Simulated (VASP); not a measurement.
# Rh (P6_3/mmc) in VASP: notebook, part 2 of 2

VASP 6.6.1.

## Step 3: Single point, PBE

This run uses another cell than the first one, of 14.10 Å³/atom, 1.022 times its volume.

Contents of INCAR:

```
ALGO = Normal
EDIFF = 1E-6
ENCUT = 500
GGA = PE
GGA_COMPAT = False
ISIF = 2
ISMEAR = 0
LASPH = True
LCHARG = False
LREAL = False
LWAVE = False
NBANDS = 22
NELM = 120
PREC = Accurate
SIGMA = 0.1
```

Contents of KPOINTS:

```
k-points
0
Gamma
  18 18 10
```

Contents of POSCAR:

```
Rh
1.0
    2.7248920746      0.0000000000      0.0000000000
   -1.3624460373      2.3598257592      0.0000000000
    0.0000000000      0.0000000000      4.3852697218
Rh
2
Direct
    0.3333333333      0.6666666667      0.2500000000
    0.6666666667      0.3333333333      0.7500000000
```

Potentials or basis: VASP PAW PBE potentials, release 64 (Rh_pv).

Run with:

```sh
cat potpaw_PBE.64/Rh_pv/POTCAR > POTCAR
mpirun -np 1 vasp_std > vasp.out
```

OUTCAR:

```text
EDIFF = 1E-6
   ENCUT = 500
   GGA = PE
   ISIF = 2
   ISMEAR = 0
   LASPH = True
   LREAL = False
   NELM = 120
   PREC = Accurate

 ion  position               nearest neighbor table
   1  0.333  0.667  0.250-   2 2.70   2 2.70   2 2.70   2 2.70   2 2.70   2 2.70
   2  0.667  0.333  0.750-   1 2.70   1 2.70   1 2.70   1 2.70   1 2.70   1 2.70

  LATTYP: Found a hexagonal cell.
 ALAT       =     2.7248920746
 C/A-ratio  =     1.6093370312

  Lattice vectors:

 A1 = (   2.7248920746,   0.0000000000,   0.0000000000)
 A2 = (  -1.3624460373,   2.3598257592,   0.0000000000)
 A3 = (   0.0000000000,   0.0000000000,   4.3852697218)

Analysis of symmetry for initial positions (statically):
=====================================================================
 Subroutine PRICEL returns:
 Original cell was already a primitive cell.

 Routine SETGRP: Setting up the symmetry group for a
 hexagonal supercell.

 Subroutine GETGRP returns: Found 24 space group operations
 (whereof 12 operations were pure point group operations)
 out of a pool of 24 trial point group operations.

The static configuration has the point symmetry D_3d.
 The point group associated with its full space group is D_6h.

Analysis of symmetry for dynamics (positions and initial velocities):
=====================================================================
 Subroutine PRICEL returns:
 Original cell was already a primitive cell.

 Routine SETGRP: Setting up the symmetry group for a
 hexagonal supercell.

 Subroutine GETGRP returns: Found 24 space group operations
 (whereof 12 operations were pure point group operations)
 out of a pool of 24 trial point group operations.

The dynamic configuration has the point symmetry D_3d.
 The point group associated with its full space group is D_6h.

 Subroutine INISYM returns: Found 24 space group operations
 (whereof 12 operations are pure point group operations),
 and found     1 'primitive' translations

----------------------------------------------------------------------------------------

                                     Primitive cell

  volume of cell :      28.1985

  direct lattice vectors                    reciprocal lattice vectors
     2.724892075  0.000000000  0.000000000     0.366987012  0.211880050  0.000000000
    -1.362446037  2.359825759  0.000000000     0.000000000  0.423760100  0.000000000
     0.000000000  0.000000000  4.385269722     0.000000000  0.000000000  0.228036145

  length of vectors
     2.724892075  2.724892075  4.385269722     0.423760100  0.423760100  0.228036145

  position of ions in fractional coordinates (direct lattice)
     0.333333333  0.666666667  0.250000000
     0.666666667  0.333333333  0.750000000

  ion indices of the primitive-cell ions
   primitive index   ion index
                 1           1
                 2           2

----------------------------------------------------------------------------------------

 KPOINTS: k-points

Automatic generation of k-mesh.
 Grid dimensions read from file:
 generate k-points for:   18   18   10

 Generating k-lattice:

  Cartesian coordinates                     Fractional coordinates (reciprocal lattice)
     0.020388167  0.011771114  0.000000000     0.055555556 -0.000000000  0.000000000
     0.000000000  0.023542228  0.000000000     0.000000000  0.055555556  0.000000000
     0.000000000  0.000000000  0.022803614     0.000000000  0.000000000  0.100000000

  Length of vectors
     0.023542228  0.023542228  0.022803614

  Shift w.r.t. Gamma in fractional coordinates (k-lattice)
     0.000000000  0.000000000  0.000000000

 Subroutine IBZKPT returns following result:
 ===========================================

 Found    222 irreducible k-points:

 Following reciprocal coordinates:
            Coordinates               Weight
  0.000000  0.000000  0.000000      1.000000
  0.055556 -0.000000  0.000000      6.000000
  0.111111 -0.000000  0.000000      6.000000
  0.166667 -0.000000  0.000000      6.000000
  0.222222 -0.000000  0.000000      6.000000
  0.277778 -0.000000  0.000000      6.000000
[... 16 lines left out ...]
  0.333333  0.111111  0.000000     12.000000
  0.388889  0.111111  0.000000     12.000000
 [... further k-points ...]
   k-points           NKPTS =    222   k-points in BZ     NKDIM =    222   number of bands    NBANDS=     22
   number of dos      NEDOS =    301   number of ions     NIONS =      2
   total plane-waves  NPLWV =  12800
   dimension x,y,z NGX =    20 NGY =   20 NGZ =   32
   dimension x,y,z NGXF=    40 NGYF=   40 NGZF=   64
   ions per type =               2
   NGX,Y,Z   is equivalent  to a cutoff of  12.20, 12.20, 12.13 a.u.
   NGXF,Y,Z  is equivalent  to a cutoff of  24.40, 24.40, 24.26 a.u.
 SYSTEM =  unknown system
   PREC   = accura    normal or accurate (medium, high low for compatibility)
   ISTART =      0    job   : 0-new  1-cont  2-samecut
   ICHARG =      2    charge: 1-file 2-atom 10-const
   ISPIN  =      1    spin polarized calculation?
   LNONCOLLINEAR =      F non collinear calculations
   LSORBIT =      F    spin-orbit coupling
   LASPH  =      T    aspherical Exc in radial PAW
   ENCUT  =  500.0 eV  36.75 Ry    6.06 a.u.   4.97  4.97  8.00*2*pi/ulx,y,z
   NELM   =    120;   NELMIN=  2; NELMDL= -5     # of ELM steps
   EDIFF  = 0.1E-05   stopping-criterion for ELM
   LREAL  =      F    real-space projection
   EDIFFG = 0.1E-04   stopping-criterion for IOM
   NSW    =      0    number of steps for IOM
   IBRION =     -1    ionic relax: 0-MD 1-quasi-New 2-CG
   NFREE  =      0    steps in history (QN), initial steepest desc. (CG)
   ISIF   =      2    stress and relaxation
   ISYM   =      2    0-nonsym 1-usesym 2-fastsym
   POTIM  = 0.5000    time-step for ionic-motion
   TEBEG  =    0.0;   TEEND  =   0.0 temperature during run
   PSTRESS=    0.0 pullay stress
   NELECT =      30.0000    total number of electrons
   NUPDOWN=      -1.0000    fix difference up-down
   EMIN   =  10.00;   EMAX   =-10.00  energy-range for DOS
   EFERMI =   0.00;   METHOD = LEGACY
   ISMEAR =     0;   SIGMA  =   0.10  broadening in eV -4-tet -1-fermi 0-gaus
   EFERMI_NEDOS =   21; number of points for ismear=-14 and -15
   IALGO  =     38    algorithm
   IMIX   =      4    mixing-type and parameters
     AMIX     =   0.40;   BMIX     =  1.00
     AMIX_MAG =   1.60;   BMIX_MAG =  1.00
  volume/ion in A,a.u.               =      14.10        95.15
  Fermi-wavevector in a.u.,A,eV,Ry     =   1.671245  3.158195 38.001876  2.793059
  Thomas-Fermi vector in A             =   2.756601
   LORBIT       =      0    0 simple, 1 ext, 2 COOP (PROOUT), +10 PAW based schemes
   GGA     = PE    functional components
   LHFCALC =     F    Hartree Fock is set to
   AEXX    =    0.0000 exact exchange contribution
   IVDW    =     0    specifies the selected vdW correction
   LEPSILON=     F    determine dielectric tensor
   LRPA    =     F    only Hartree local field effects (RPA)
 non-spin polarized calculation
 Gauss-broadening in eV      SIGMA  =   0.10
  energy-cutoff  :      500.00
  volume of cell :       28.20
 maximum number of plane-waves:       744
 NGX is ok and might be reduce to    20
   NGX =  9   NGY =  9   NGZ = 15

 number of electron      30.0000018 magnetization

 Free energy of the ion-electron system (eV)
  ---------------------------------------------------
  ext. energy  EPLUGINS =         0.00000000
  ---------------------------------------------------
  free energy    TOTEN  =       -14.45074976 eV

  energy without entropy =      -14.43395882  energy(sigma->0) =      -14.44235429

 E-fermi :  11.5472     XC(G=0): -13.8685

 val. band max:       11.5467419093   @ k =   0.0000   0.0000   0.3000
 cond. band min:      11.5491103210   @ k =   0.2222   0.0556   0.4000
 fundamental gap:      0.0023684117
 Fermi energy:        11.5472382060

 k-point     1 :       0.0000    0.0000    0.0000
  band No.  band energies     occupation
      1     -35.5794      2.00000
      2     -34.9661      2.00000
      3     -34.9661      2.00000
      4     -34.8841      2.00000
      5     -34.8646      2.00000
      6     -34.8646      2.00000
[... 14 lines left out ...]
     21      29.7107      0.00000
     22      30.2388      0.00000

 k-point     2 :       0.0556   -0.0000    0.0000
  band No.  band energies     occupation
      1     -35.5728      2.00000
      2     -34.9808      2.00000
      3     -34.9709      2.00000
      4     -34.8869      2.00000
      5     -34.8800      2.00000
      6     -34.8669      2.00000
[... 542 lines left out ...]
 k-point    24 :       0.3889    0.1111    0.0000
  band No.  band energies     occupation
      1     -35.4253      2.00000
      2     -35.3198      2.00000
      3     -35.2827      2.00000
      4     -35.1406      2.00000
      5     -35.0550      2.00000
      6     -34.9853      2.00000
[... 14 lines left out ...]
     21      23.2544      0.00000
     22      26.1864      0.00000

 [... further k-points ...]
[... 5 lines left out ...]
  --------------------------------------------------------------------------------------
  -------------------------------------------------------------------------------------
  Total       -0.0036209     -0.0036209      0.0003424      0.0000000     -0.0000000      0.0000000
  in kB       -0.2057305     -0.2057305      0.0194566      0.0000000     -0.0000000      0.0000000
  external PRESSURE =      -0.1306681 kB  Pullay stress =       0.0000000 kB

 VOLUME and BASIS-vectors are now :
 -----------------------------------------------------------------------------
  energy-cutoff  :      500.00
  volume of cell :       28.20
      direct lattice vectors                 reciprocal lattice vectors
     2.724892075  0.000000000  0.000000000     0.366987012  0.211880050  0.000000000
    -1.362446037  2.359825759  0.000000000     0.000000000  0.423760100  0.000000000
     0.000000000  0.000000000  4.385269722     0.000000000  0.000000000  0.228036145

 POSITION                                       TOTAL-FORCE (eV/Angst)
 -----------------------------------------------------------------------------------
     -0.00000      1.57322      1.09632         0.000000     -0.000000      0.000000
      1.36245      0.78661      3.28895        -0.000000      0.000000      0.000000
 -----------------------------------------------------------------------------------
    total drift:                               -0.000000      0.000000     -0.000000

  FREE ENERGIE OF THE ION-ELECTRON SYSTEM (eV)
  ---------------------------------------------------
  free  energy   TOTEN  =       -14.4507497555 eV

  energy  without entropy=      -14.4339588243  energy(sigma->0) =      -14.44235429
```

OSZICAR:

```text
N       E                     dE             d eps       ncg     rms          rms(c)
DAV:   1     0.320097686500E+03    0.32010E+03   -0.18703E+04  9816   0.154E+03
DAV:   2    -0.845398534382E+01   -0.32855E+03   -0.31717E+03 10152   0.465E+02
DAV:   3    -0.153802426531E+02   -0.69263E+01   -0.68834E+01 11424   0.761E+01
DAV:   4    -0.154268088263E+02   -0.46566E-01   -0.46561E-01 10964   0.629E+00
DAV:   5    -0.154275418378E+02   -0.73301E-03   -0.73301E-03 11586   0.812E-01    0.136E+01
DAV:   6    -0.144857865389E+02    0.94176E+00   -0.22118E+00 10818   0.159E+01    0.471E+00
DAV:   7    -0.144566475804E+02    0.29139E-01   -0.43034E-02 11184   0.184E+00    0.219E+00
DAV:   8    -0.144510736870E+02    0.55739E-02   -0.75059E-03 10302   0.975E-01    0.334E-01
DAV:   9    -0.144507414752E+02    0.33221E-03   -0.26921E-04 11412   0.192E-01    0.248E-02
DAV:  10    -0.144507505293E+02   -0.90541E-05   -0.73158E-06 10986   0.279E-02    0.570E-03
DAV:  11    -0.144507497555E+02    0.77385E-06   -0.64276E-07  6984   0.795E-03
   1 F= -.14450750E+02 E0= -.14442354E+02  d E =-.167909E-01
```

stdout:

```text
POSCAR found type information on POSCAR Rh
 POSCAR found :  1 types and       2 ions
 scaLAPACK will be used
 LDA part: xc-table for (Slater+PW92), standard interpolation
 POSCAR, INCAR and KPOINTS ok, starting setup
 FFT: planning ... GRIDC
 FFT: planning ... GRID_SOFT
 FFT: planning ... GRID
 WAVECAR not read
 entering main loop
```

Wall time 2.1 min (1 thread of AMD EPYC 7R13, shared host); peak memory 0.18 GiB.

What came out:

```
Free energy            : -14.4507 eV
Pressure               : 0.0 GPa
Band gap on the k mesh : zero (band 15 reaches 12.15 eV, above the bottom of band 16 at 9.83 eV)
```
